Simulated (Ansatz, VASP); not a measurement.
## Two plane-wave programs on W

```
CELL_PARAMETERS angstrom
0.00000 -1.99913 -1.99913
0.00000 1.99913 -1.99913
3.99825 0.00000 0.00000
ATOMIC_POSITIONS crystal
W 0.51010 0.48990 0.49320
W 0.98990 0.01010 0.00680
```

Change from the starting cell: mode 4 frozen in at -0.040 Å and mode 6 at -0.027 Å (largest displacements).

Alike in both runs: task single point; functional PBEsol; k mesh 16 × 16 × 12; occupations gaussian, width 0.15 eV; no spin polarisation.

|  | VASP | Ansatz |
| --- | --- | --- |
| version | VASP 6.6.1 | Ansatz 0.2.0 |
| potentials or method | VASP PAW PBE potentials, release 64 (W_sv), cutoff 520 eV | scalar-relativistic, plane waves, PAW |
| valence electrons in the cell | 28 | 28 |

```tsv
	VASP	Ansatz	Ansatz less VASP
gap on the k mesh at the Fermi level (eV)	none	none	-
pressure (GPa)	1.4	0.7	-0.62
traceless stress, the component that is largest in VASP (GPa)	-1.05	-1.05	+0.004
rms of the force components (eV/Å)	0.516	0.511	-0.0054
```

VASP's potentials were made for PBE, not for PBEsol, and Ansatz warns of the same on its side. Atom by atom the forces differ by 0.005 eV/Å (rms over components). A gap of «none» marks a metal or a gap that the smearing closes. With one functional, cell and mesh, what is left measures potentials, basis and numerics.

Spin-orbit coupling is off throughout.
